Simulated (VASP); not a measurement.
# Rh (I4/mmm) in VASP: single point with LDA

Aim: the single point of Rh with LDA.

Everything below comes from runs of VASP 6.6.1. Logs are shortened: lines on timing, memory, paths and dates and some standing lists are left out, and cuts for length are marked.

## 1. The cell of the first run

It takes space group I4/mmm (No. 139, tetragonal). The conventional cell has a = 2.349 Å, b = 2.349 Å, c = 4.983 Å, α = 90.00°, β = 90.00°, γ = 90.00°. Rh (site symmetry 4/mmm) has 12 Rh at 2.35 to 2.99 Å within 3.1 Å.

## 2. Single point, LDA

File INCAR:

```
PREC     = Accurate       # precision mode
ENCUT    = 520            # plane-wave cutoff, eV
EDIFF    = 1E-7           # SCF threshold, eV
ISMEAR   = 0              # smearing method
SIGMA    = 0.15           # smearing width, eV
LREAL    = False          # projectors in reciprocal space
LASPH    = True           # aspherical terms in the spheres
NELM     = 80             # most SCF steps
ALGO     = Fast           # electronic algorithm
ISIF     = 2              # what is computed and relaxed
LWAVE    = False          # write WAVECAR
LCHARG   = False          # write CHGCAR
GGA      = CA             # functional
NBANDS   = 14             # bands
```

File KPOINTS:

```
Automatic mesh
0
Gamma
  24 24 24
```

File POSCAR:

```
Rh
1.0
    0.0000000000      1.6611569327      2.4917353991
    1.6611569327      0.0000000000      2.4917353991
    1.6611569327      1.6611569327      0.0000000000
Rh
1
Direct
    0.0000000000      0.0000000000      0.0000000000
```

Potentials or basis: VASP PAW LDA potentials, release 64 (Rh_pv).

Run with:

```
> cat potpaw_LDA.64/Rh_pv/POTCAR > POTCAR
> mpirun -np 1 vasp_std > vasp.out
```

OUTCAR:

```text
PREC = Accurate
   ENCUT = 520
   EDIFF = 1E-7
   ISMEAR = 0
   LREAL = False
   LASPH = True
   NELM = 80
   ISIF = 2
   GGA = CA

 ion  position               nearest neighbor table
   1  0.000  0.000  0.000-

  LATTYP: Found a body centered tetragonal cell.
 ALAT       =     2.3492306635
 C/A-ratio  =     2.1213203436

  Lattice vectors:

 A1 = (  -1.6611569327,   0.0000000000,   2.4917353991)
 A2 = (   1.6611569327,   0.0000000000,   2.4917353991)
 A3 = (   0.0000000000,   1.6611569327,  -2.4917353991)

Analysis of symmetry for initial positions (statically):
=====================================================================
 Subroutine PRICEL returns:
 Original cell was already a primitive cell.

 Routine SETGRP: Setting up the symmetry group for a
 body centered tetragonal supercell.

 Subroutine GETGRP returns: Found 16 space group operations
 (whereof 16 operations were pure point group operations)
 out of a pool of 16 trial point group operations.

The static configuration has the point symmetry D_4h.

Analysis of symmetry for dynamics (positions and initial velocities):
=====================================================================
 Subroutine PRICEL returns:
 Original cell was already a primitive cell.

 Routine SETGRP: Setting up the symmetry group for a
 body centered tetragonal supercell.

 Subroutine GETGRP returns: Found 16 space group operations
 (whereof 16 operations were pure point group operations)
 out of a pool of 16 trial point group operations.

The dynamic configuration has the point symmetry D_4h.

 Subroutine INISYM returns: Found 16 space group operations
 (whereof 16 operations are pure point group operations),
 and found     1 'primitive' translations

----------------------------------------------------------------------------------------

                                     Primitive cell

  volume of cell :      13.7516

  direct lattice vectors                    reciprocal lattice vectors
     0.000000000  1.661156933  2.491735399    -0.300995042  0.300995042  0.200663361
     1.661156933  0.000000000  2.491735399     0.300995042 -0.300995042  0.200663361
     1.661156933  1.661156933  0.000000000     0.300995042  0.300995042 -0.200663361

  length of vectors
     2.994693249  2.994693249  2.349230663     0.470597296  0.470597296  0.470597296

  position of ions in fractional coordinates (direct lattice)
     0.000000000  0.000000000  0.000000000

  ion indices of the primitive-cell ions
   primitive index   ion index
                 1           1

----------------------------------------------------------------------------------------

 KPOINTS: Automatic mesh

Automatic generation of k-mesh.
 Grid dimensions read from file:
 generate k-points for:   24   24   24

 Generating k-lattice:

  Cartesian coordinates                     Fractional coordinates (reciprocal lattice)
    -0.012541460  0.012541460  0.008360973     0.041666667 -0.000000000  0.000000000
     0.012541460 -0.012541460  0.008360973    -0.000000000  0.041666667  0.000000000
     0.012541460  0.012541460 -0.008360973     0.000000000  0.000000000  0.041666667

  Length of vectors
     0.019608221  0.019608221  0.019608221

  Shift w.r.t. Gamma in fractional coordinates (k-lattice)
     0.000000000  0.000000000  0.000000000

 Subroutine IBZKPT returns following result:
 ===========================================

 Found   1063 irreducible k-points:

 Following reciprocal coordinates:
            Coordinates               Weight
  0.000000  0.000000  0.000000      1.000000
  0.041667  0.000000  0.000000      8.000000
  0.083333  0.000000  0.000000      8.000000
  0.125000 -0.000000  0.000000      8.000000
  0.166667  0.000000  0.000000      8.000000
  0.208333 -0.000000  0.000000      8.000000
[... 16 lines left out ...]
  0.416667  0.041667  0.000000      8.000000
  0.458333  0.041667  0.000000      8.000000
 [... further k-points ...]
   k-points           NKPTS =   1063   k-points in BZ     NKDIM =   1063   number of bands    NBANDS=     14
   number of dos      NEDOS =    301   number of ions     NIONS =      1
   total plane-waves  NPLWV =  10368
   dimension x,y,z NGX =    24 NGY =   24 NGZ =   18
   dimension x,y,z NGXF=    48 NGYF=   48 NGZF=   36
   ions per type =               1
   NGX,Y,Z   is equivalent  to a cutoff of  13.32, 13.32, 12.74 a.u.
   NGXF,Y,Z  is equivalent  to a cutoff of  26.65, 26.65, 25.48 a.u.
 SYSTEM =  unknown system
   PREC   = accura    normal or accurate (medium, high low for compatibility)
   ISTART =      0    job   : 0-new  1-cont  2-samecut
   ICHARG =      2    charge: 1-file 2-atom 10-const
   ISPIN  =      1    spin polarized calculation?
   LNONCOLLINEAR =      F non collinear calculations
   LSORBIT =      F    spin-orbit coupling
   LASPH  =      T    aspherical Exc in radial PAW
   ENCUT  =  520.0 eV  38.22 Ry    6.18 a.u.   5.57  5.57  4.37*2*pi/ulx,y,z
   NELM   =     80;   NELMIN=  2; NELMDL= -5     # of ELM steps
   EDIFF  = 0.1E-06   stopping-criterion for ELM
   LREAL  =      F    real-space projection
   EDIFFG = 0.1E-05   stopping-criterion for IOM
   NSW    =      0    number of steps for IOM
   IBRION =     -1    ionic relax: 0-MD 1-quasi-New 2-CG
   NFREE  =      0    steps in history (QN), initial steepest desc. (CG)
   ISIF   =      2    stress and relaxation
   ISYM   =      2    0-nonsym 1-usesym 2-fastsym
   POTIM  = 0.5000    time-step for ionic-motion
   TEBEG  =    0.0;   TEEND  =   0.0 temperature during run
   PSTRESS=    0.0 pullay stress
   NELECT =      15.0000    total number of electrons
   NUPDOWN=      -1.0000    fix difference up-down
   EMIN   =  10.00;   EMAX   =-10.00  energy-range for DOS
   EFERMI =   0.00;   METHOD = LEGACY
   ISMEAR =     0;   SIGMA  =   0.15  broadening in eV -4-tet -1-fermi 0-gaus
   EFERMI_NEDOS =   21; number of points for ismear=-14 and -15
   IALGO  =     68    algorithm
   IMIX   =      4    mixing-type and parameters
     AMIX     =   0.40;   BMIX     =  1.00
     AMIX_MAG =   1.60;   BMIX_MAG =  1.00
  volume/ion in A,a.u.               =      13.75        92.80
  Fermi-wavevector in a.u.,A,eV,Ry     =   1.685211  3.184586 38.639656  2.839935
  Thomas-Fermi vector in A             =   2.768095
   LORBIT       =      0    0 simple, 1 ext, 2 COOP (PROOUT), +10 PAW based schemes
   GGA     = CA    functional components
   LHFCALC =     F    Hartree Fock is set to
   AEXX    =    0.0000 exact exchange contribution
   IVDW    =     0    specifies the selected vdW correction
   LEPSILON=     F    determine dielectric tensor
   LRPA    =     F    only Hartree local field effects (RPA)
 non-spin polarized calculation
 RMM-DIIS sequential band-by-band and
 Gauss-broadening in eV      SIGMA  =   0.15
  energy-cutoff  :      520.00
  volume of cell :       13.75
 maximum number of plane-waves:       397
   NGX = 11   NGY = 11   NGZ =  9

 number of electron      14.9999999 magnetization

 Free energy of the ion-electron system (eV)
  ---------------------------------------------------
  ext. energy  EPLUGINS =         0.00000000
  ---------------------------------------------------
  free energy    TOTEN  =        -7.69215697 eV

  energy without entropy =       -7.67430710  energy(sigma->0) =       -7.68323204

 E-fermi :  11.7601     XC(G=0): -14.2554

 val. band max:       11.7599889851   @ k =   0.3333   0.2083   0.0417
 cond. band min:      11.7619094109   @ k =  -0.3333   0.0417   0.1667
 fundamental gap:      0.0019204257
 Fermi energy:        11.7600574006

 k-point     1 :       0.0000    0.0000    0.0000
  band No.  band energies     occupation
      1     -34.4013      2.00000
      2     -34.1582      2.00000
      3     -34.1582      2.00000
      4       3.8036      2.00000
      5       5.6336      2.00000
      6       7.4596      2.00000
      7      10.9814      2.00000
      8      10.9814      2.00000
      9      13.1210      0.00000
     10      26.3797      0.00000
     11      30.1609      0.00000
     12      32.4540      0.00000
     13      36.7969      0.00000
     14      36.7970      0.00000

 k-point     2 :       0.0417    0.0000    0.0000
  band No.  band energies     occupation
      1     -34.4014      2.00000
      2     -34.1842      2.00000
      3     -34.1563      2.00000
      4       3.8804      2.00000
      5       5.6846      2.00000
      6       7.4925      2.00000
      7      10.8906      2.00000
      8      11.0005      2.00000
      9      13.0622      0.00000
     10      26.4817      0.00000
     11      30.2331      0.00000
     12      32.4543      0.00000
     13      35.9153      0.00000
     14      36.9350      0.00000

 k-point     3 :       0.0833    0.0000    0.0000
  band No.  band energies     occupation
      1     -34.4020      2.00000
      2     -34.2599      2.00000
      3     -34.1510      2.00000
      4       4.1006      2.00000
      5       5.8358      2.00000
      6       7.5932      2.00000
      7      10.6401      2.00000
      8      11.0566      2.00000
      9      12.8928      0.00000
     10      26.7550      0.00000
     11      30.4182      0.00000
     12      32.4535      0.00000
     13      34.6685      0.00000
     14      37.3142      0.00000
[... 324 lines left out ...]
 k-point    23 :       0.4167    0.0417    0.0000
  band No.  band energies     occupation
      1     -35.4031      2.00000
      2     -34.4148      2.00000
      3     -34.0683      2.00000
      4       5.8183      2.00000
      5       6.7163      2.00000
      6      10.5488      2.00000
      7      11.4620      1.99504
      8      11.6711      1.59819
      9      12.2035      0.00003
     10      22.9408      0.00000
     11      24.8580      0.00000
     12      32.4548      0.00000
     13      34.0208      0.00000
     14      36.0911      0.00000

 k-point    24 :       0.4583    0.0417    0.0000
  band No.  band energies     occupation
      1     -35.5111      2.00000
      2     -34.4100      2.00000
      3     -34.0591      2.00000
      4       5.7557      2.00000
      5       6.7094      2.00000
      6      10.3594      2.00000
      7      11.9800      0.03813
      8      12.2794      0.00000
      9      12.3948      0.00000
     10      22.0950      0.00000
     11      24.3722      0.00000
     12      32.4548      0.00000
     13      34.0336      0.00000
     14      35.8999      0.00000

 [... further k-points ...]

------------------------ aborting loop because EDIFF is reached ----------------------------------------

  FORCE on cell =-STRESS in cart. coord.  units (eV):
  Direction    XX          YY          ZZ          XY          YZ          ZX
  --------------------------------------------------------------------------------------
  -------------------------------------------------------------------------------------
  Total        4.2326788      4.2326788     -2.7153112      0.0000000     -0.0000000      0.0000000
  in kB      493.1427456    493.1427456   -316.3566353      0.0000000     -0.0000000      0.0000000
  external PRESSURE =     223.3096187 kB  Pullay stress =       0.0000000 kB

 VOLUME and BASIS-vectors are now :
 -----------------------------------------------------------------------------
  energy-cutoff  :      520.00
  volume of cell :       13.75
      direct lattice vectors                 reciprocal lattice vectors
     0.000000000  1.661156933  2.491735399    -0.300995042  0.300995042  0.200663361
     1.661156933  0.000000000  2.491735399     0.300995042 -0.300995042  0.200663361
     1.661156933  1.661156933  0.000000000     0.300995042  0.300995042 -0.200663361

 POSITION                                       TOTAL-FORCE (eV/Angst)
 -----------------------------------------------------------------------------------
      0.00000      0.00000      0.00000         0.000000     -0.000000      0.000000
 -----------------------------------------------------------------------------------
    total drift:                                0.000000      0.000000     -0.000000

  FREE ENERGIE OF THE ION-ELECTRON SYSTEM (eV)
  ---------------------------------------------------
  free  energy   TOTEN  =        -7.6921569741 eV

  energy  without entropy=       -7.6743070978  energy(sigma->0) =       -7.68323204
```

Wall time 3.9 min (1 thread of Intel Xeon 8259CL, shared host); peak memory 0.29 GiB.

Results:

```yaml
Free_energy: -7.6922 eV
Pressure: 22.3 GPa
Band_gap_on_the_k_mesh: zero (an odd number of electrons rules out a gap without spin polarisation)
```

Stress tensor (GPa, compression positive):
```
 49.31   0.00   0.00
  0.00  49.31   0.00
  0.00   0.00 -31.64
```

Caveat: the cell stands under pressure.
